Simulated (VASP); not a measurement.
# BaTiO3 (P4mm) in VASP: further runs

The runs below take BaTiO3 through single point, relaxation of cell and atoms, with PBE.

Everything below comes from runs of VASP 6.6.1. Logs are shortened: lines on timing, memory, paths and dates and some standing lists are left out, and cuts for length are marked.

**1. The cell of the first run**

It takes space group P4mm (No. 99, tetragonal). The conventional cell has a = 3.986 Å, b = 3.986 Å, c = 4.200 Å, α = 90.00°, β = 90.00°, γ = 90.00°. Ba (site symmetry 4mm) has 12 O at 2.80 to 2.99 Å and 8 Ti at 3.47 to 3.56 Å within 3.7 Å. Within 2.4 Å of Ti (site symmetry 4mm) lie 6 O at 1.81 to 2.39 Å. Within 3.0 Å of O (site symmetry 2mm) lie 2 Ti at 2.00 Å and 4 Ba at 2.80 to 2.99 Å and 8 O at 2.82 to 2.96 Å. Within 2.4 Å of O (site symmetry 4mm) lie 2 Ti at 1.81 to 2.39 Å.

**2. Single point, PBE**

File INCAR:

```
SYSTEM = BaTiO3
  ALGO = Normal
  EDIFF = 1E-7
  ENCUT = 520
  GGA = PE
  ISIF = 2
  ISMEAR = 0
  LASPH = .TRUE.
  LCHARG = .FALSE.
  LREAL = .FALSE.
  LWAVE = .FALSE.
  NBANDS = 28
  NELM = 60
  PREC = Accurate
  SIGMA = 0.02
```

File KPOINTS:

```
k-points
0
G
  8 8 8
  0 0 0
```

File POSCAR:

```
BaTiO3
1.0
    3.9855969978      0.0000000000      0.0000000000
    0.0000000000      3.9855969978      0.0000000000
    0.0000000000      0.0000000000      4.2004810769
Ba Ti O
1 1 3
Direct
    0.5000000000      0.5000000000      0.5912048194
    0.0000000000      0.0000000000      0.1084569948
    0.0000000000      0.5000000000      0.0602470235
    0.5000000000      0.0000000000      0.0602470235
    0.0000000000      0.0000000000      0.5398411287
```

Potentials or basis: VASP PAW PBE potentials, release 64 (Ba_sv, Ti_sv, O).

Run with:

```console
$ cat potpaw_PBE.64/Ba_sv/POTCAR potpaw_PBE.64/Ti_sv/POTCAR potpaw_PBE.64/O/POTCAR > POTCAR
$ mpirun -np 1 vasp_std > vasp.out
```

OUTCAR:

```text
SYSTEM = BaTiO3
   EDIFF = 1E-7
   ENCUT = 520
   GGA = PE
   ISIF = 2
   ISMEAR = 0
   LASPH = .TRUE.
   LREAL = .FALSE.
   NELM = 60
   PREC = Accurate

 ion  position               nearest neighbor table
   1  0.500  0.500  0.591-   3 2.80   4 2.80   4 2.80   3 2.80   5 2.83   5 2.83   5 2.83   5 2.83
                             3 2.99   4 2.99   3 2.99   4 2.99   2 3.47   2 3.47   2 3.47   2 3.47
   2  0.000  0.000  0.108-   5 1.81   4 2.00   3 2.00   3 2.00   4 2.00   5 2.39   1 3.47   1 3.47
                             1 3.47   1 3.47   1 3.56   1 3.56   1 3.56   1 3.56
   3  0.000  0.500  0.060-   2 2.00   2 2.00   1 2.80   1 2.80   1 2.99   1 2.99
   4  0.500  0.000  0.060-   2 2.00   2 2.00   1 2.80   1 2.80   1 2.99   1 2.99
   5  0.000  0.000  0.540-   2 1.81   2 2.39   1 2.83   1 2.83   1 2.83   1 2.83

  LATTYP: Found a simple tetragonal cell.
 ALAT       =     3.9855969978
 C/A-ratio  =     1.0539151548

  Lattice vectors:

 A1 = (   3.9855969978,   0.0000000000,   0.0000000000)
 A2 = (   0.0000000000,   3.9855969978,   0.0000000000)
 A3 = (   0.0000000000,   0.0000000000,   4.2004810769)

Analysis of symmetry for initial positions (statically):
=====================================================================
 Subroutine PRICEL returns:
 Original cell was already a primitive cell.

 Routine SETGRP: Setting up the symmetry group for a
 simple tetragonal supercell.

 Subroutine GETGRP returns: Found  8 space group operations
 (whereof  8 operations were pure point group operations)
 out of a pool of 16 trial point group operations.

The static configuration has the point symmetry C_4v.

Analysis of symmetry for dynamics (positions and initial velocities):
=====================================================================
 Subroutine PRICEL returns:
 Original cell was already a primitive cell.

 Routine SETGRP: Setting up the symmetry group for a
 simple tetragonal supercell.

 Subroutine GETGRP returns: Found  8 space group operations
 (whereof  8 operations were pure point group operations)
 out of a pool of 16 trial point group operations.

The dynamic configuration has the point symmetry C_4v.

 Subroutine INISYM returns: Found  8 space group operations
 (whereof  8 operations are pure point group operations),
 and found     1 'primitive' translations

[... 100 lines left out ...]
   EDIFF  = 0.1E-06   stopping-criterion for ELM
   LREAL  =      F    real-space projection
   EDIFFG = 0.1E-05   stopping-criterion for IOM
   NSW    =      0    number of steps for IOM
   IBRION =     -1    ionic relax: 0-MD 1-quasi-New 2-CG
   NFREE  =      0    steps in history (QN), initial steepest desc. (CG)
   ISIF   =      2    stress and relaxation
   ISYM   =      2    0-nonsym 1-usesym 2-fastsym
   POTIM  = 0.5000    time-step for ionic-motion
   TEBEG  =    0.0;   TEEND  =   0.0 temperature during run
   PSTRESS=    0.0 pullay stress
   NELECT =      40.0000    total number of electrons
   NUPDOWN=      -1.0000    fix difference up-down
   EMIN   =  10.00;   EMAX   =-10.00  energy-range for DOS
   EFERMI =   0.00;   METHOD = LEGACY
   ISMEAR =     0;   SIGMA  =   0.02  broadening in eV -4-tet -1-fermi 0-gaus
   EFERMI_NEDOS =   21; number of points for ismear=-14 and -15
   IALGO  =     38    algorithm
   IMIX   =      4    mixing-type and parameters
     AMIX     =   0.40;   BMIX     =  1.00
     AMIX_MAG =   1.60;   BMIX_MAG =  1.00
  volume/ion in A,a.u.               =      13.34        90.06
  Fermi-wavevector in a.u.,A,eV,Ry     =   1.380383  2.608545 25.925315  1.905457
  Thomas-Fermi vector in A             =   2.505265
   LORBIT       =      0    0 simple, 1 ext, 2 COOP (PROOUT), +10 PAW based schemes
   GGA     = PE    functional components
   LHFCALC =     F    Hartree Fock is set to
   AEXX    =    0.0000 exact exchange contribution
   IVDW    =     0    specifies the selected vdW correction
   LEPSILON=     F    determine dielectric tensor
   LRPA    =     F    only Hartree local field effects (RPA)
 non-spin polarized calculation
 Gauss-broadening in eV      SIGMA  =   0.02
  energy-cutoff  :      520.00
  volume of cell :       66.72
 maximum number of plane-waves:      1824
 NGX is ok and might be reduce to    30
   NGX = 15   NGY = 15   NGZ = 15

 number of electron      39.9999982 magnetization

 Free energy of the ion-electron system (eV)
  ---------------------------------------------------
  ext. energy  EPLUGINS =         0.00000000
  ---------------------------------------------------
  free energy    TOTEN  =       -40.04028092 eV

  energy without entropy =      -40.04028092  energy(sigma->0) =      -40.04028092

 E-fermi :   3.8398     XC(G=0): -11.0241

 val. band max:        3.7469743029   @ k =   0.5000   0.5000   0.5000
 cond. band min:       5.5354995697   @ k =   0.0000   0.0000   0.0000
 fundamental gap:      1.7885252668
 Fermi energy:         3.8398250311

 k-point     1 :       0.0000    0.0000    0.0000
  band No.  band energies     occupation
      1     -52.9038      2.00000
      2     -29.2399      2.00000
      3     -29.1011      2.00000
      4     -29.1011      2.00000
      5     -21.4428      2.00000
      6     -13.2694      2.00000
[... 733 lines left out ...]
     27      11.3166      0.00000
     28      12.0824      0.00000

 [... further k-points ...]

------------------------ aborting loop because EDIFF is reached ----------------------------------------

  FORCE on cell =-STRESS in cart. coord.  units (eV):
  Direction    XX          YY          ZZ          XY          YZ          ZX
  --------------------------------------------------------------------------------------
  -------------------------------------------------------------------------------------
  Total        0.6515310      0.6515310      0.6857129      0.0000000      0.0000000      0.0000000
  in kB       15.6444355     15.6444355     16.4652024      0.0000000      0.0000000      0.0000000
  external PRESSURE =      15.9180245 kB  Pullay stress =       0.0000000 kB

 VOLUME and BASIS-vectors are now :
 -----------------------------------------------------------------------------
  energy-cutoff  :      520.00
  volume of cell :       66.72
      direct lattice vectors                 reciprocal lattice vectors
     3.985596998  0.000000000  0.000000000     0.250903441  0.000000000  0.000000000
     0.000000000  3.985596998  0.000000000     0.000000000  0.250903441  0.000000000
     0.000000000  0.000000000  4.200481077     0.000000000  0.000000000  0.238067969

 POSITION                                       TOTAL-FORCE (eV/Angst)
 -----------------------------------------------------------------------------------
      1.99280      1.99280      2.48334         0.000000      0.000000     -0.047912
      0.00000      0.00000      0.45557         0.000000      0.000000     -0.084026
      0.00000      1.99280      0.25307         0.000000     -0.000000      0.024975
      1.99280      0.00000      0.25307        -0.000000     -0.000000      0.024975
      0.00000      0.00000      2.26759         0.000000     -0.000000      0.081989
 -----------------------------------------------------------------------------------
    total drift:                                0.000000     -0.000000      0.000025

  FREE ENERGIE OF THE ION-ELECTRON SYSTEM (eV)
  ---------------------------------------------------
  free  energy   TOTEN  =       -40.0402809156 eV

  energy  without entropy=      -40.0402809156  energy(sigma->0) =      -40.04028092
```

OSZICAR:

```text
N       E                     dE             d eps       ncg     rms          rms(c)
DAV:   1     0.424646227293E+03    0.42465E+03   -0.19509E+04  4200   0.150E+03
DAV:   2    -0.667848868823E+01   -0.43132E+03   -0.41104E+03  4908   0.418E+02
DAV:   3    -0.490005230363E+02   -0.42322E+02   -0.41993E+02  5884   0.132E+02
DAV:   4    -0.506862275943E+02   -0.16857E+01   -0.16819E+01  6304   0.230E+01
DAV:   5    -0.507157717701E+02   -0.29544E-01   -0.29535E-01  5692   0.273E+00    0.233E+01
DAV:   6    -0.403055932961E+02    0.10410E+02   -0.56535E+01  6192   0.673E+01    0.102E+01
DAV:   7    -0.402402483425E+02    0.65345E-01   -0.11896E+01  5688   0.255E+01    0.709E+00
DAV:   8    -0.400418143614E+02    0.19843E+00   -0.61586E-01  5108   0.715E+00    0.378E+00
DAV:   9    -0.400727733673E+02   -0.30959E-01   -0.43077E-01  6268   0.589E+00    0.173E+00
DAV:  10    -0.400442999312E+02    0.28473E-01   -0.15056E-01  5260   0.384E+00    0.569E-01
DAV:  11    -0.400410164641E+02    0.32835E-02   -0.14253E-02  5756   0.103E+00    0.256E-01
DAV:  12    -0.400402648450E+02    0.75162E-03   -0.36395E-03  5364   0.432E-01    0.388E-02
DAV:  13    -0.400403032117E+02   -0.38367E-04   -0.20732E-04  5176   0.112E-01    0.422E-02
DAV:  14    -0.400402795946E+02    0.23617E-04   -0.76822E-05  5172   0.888E-02    0.110E-02
DAV:  15    -0.400402812073E+02   -0.16127E-05   -0.15568E-05  6080   0.306E-02    0.489E-03
DAV:  16    -0.400402810744E+02    0.13291E-06   -0.13760E-06  4904   0.935E-03    0.352E-03
DAV:  17    -0.400402808835E+02    0.19089E-06   -0.66168E-07  5184   0.764E-03    0.638E-04
DAV:  18    -0.400402809156E+02   -0.32064E-07   -0.55121E-08  2840   0.223E-03
   1 F= -.40040281E+02 E0= -.40040281E+02  d E =-.983401E-14
```

stdout:

```text
POSCAR found type information on POSCAR BaTiO
 POSCAR found :  3 types and       5 ions
 scaLAPACK will be used
 LDA part: xc-table for (Slater+PW92), standard interpolation
 POSCAR, INCAR and KPOINTS ok, starting setup
 FFT: planning ... GRIDC
 FFT: planning ... GRID_SOFT
 FFT: planning ... GRID
 WAVECAR not read
 entering main loop
```

Wall time 99 s (1 thread of Intel Xeon Platinum 8488C (Sapphire Rapids), shared host); peak memory 0.27 GiB.

Results:

```
Free energy            : -40.0403 eV
Pressure               : 1.6 GPa
Largest force          : 0.084 eV/Å
Band gap on the k mesh : 1.79 eV (least direct gap 2.35 eV)
```

Forces in eV/Å, atoms in the order of the input:
```
Ba   0.000  0.000 -0.048
Ti   0.000  0.000 -0.084
O    0.000  0.000  0.025
O    0.000  0.000  0.025
O    0.000  0.000  0.082
```

Caveat: spin-orbit coupling is left out, which moves the levels of the heavy elements.

(Part 1 of 2 ends here.)
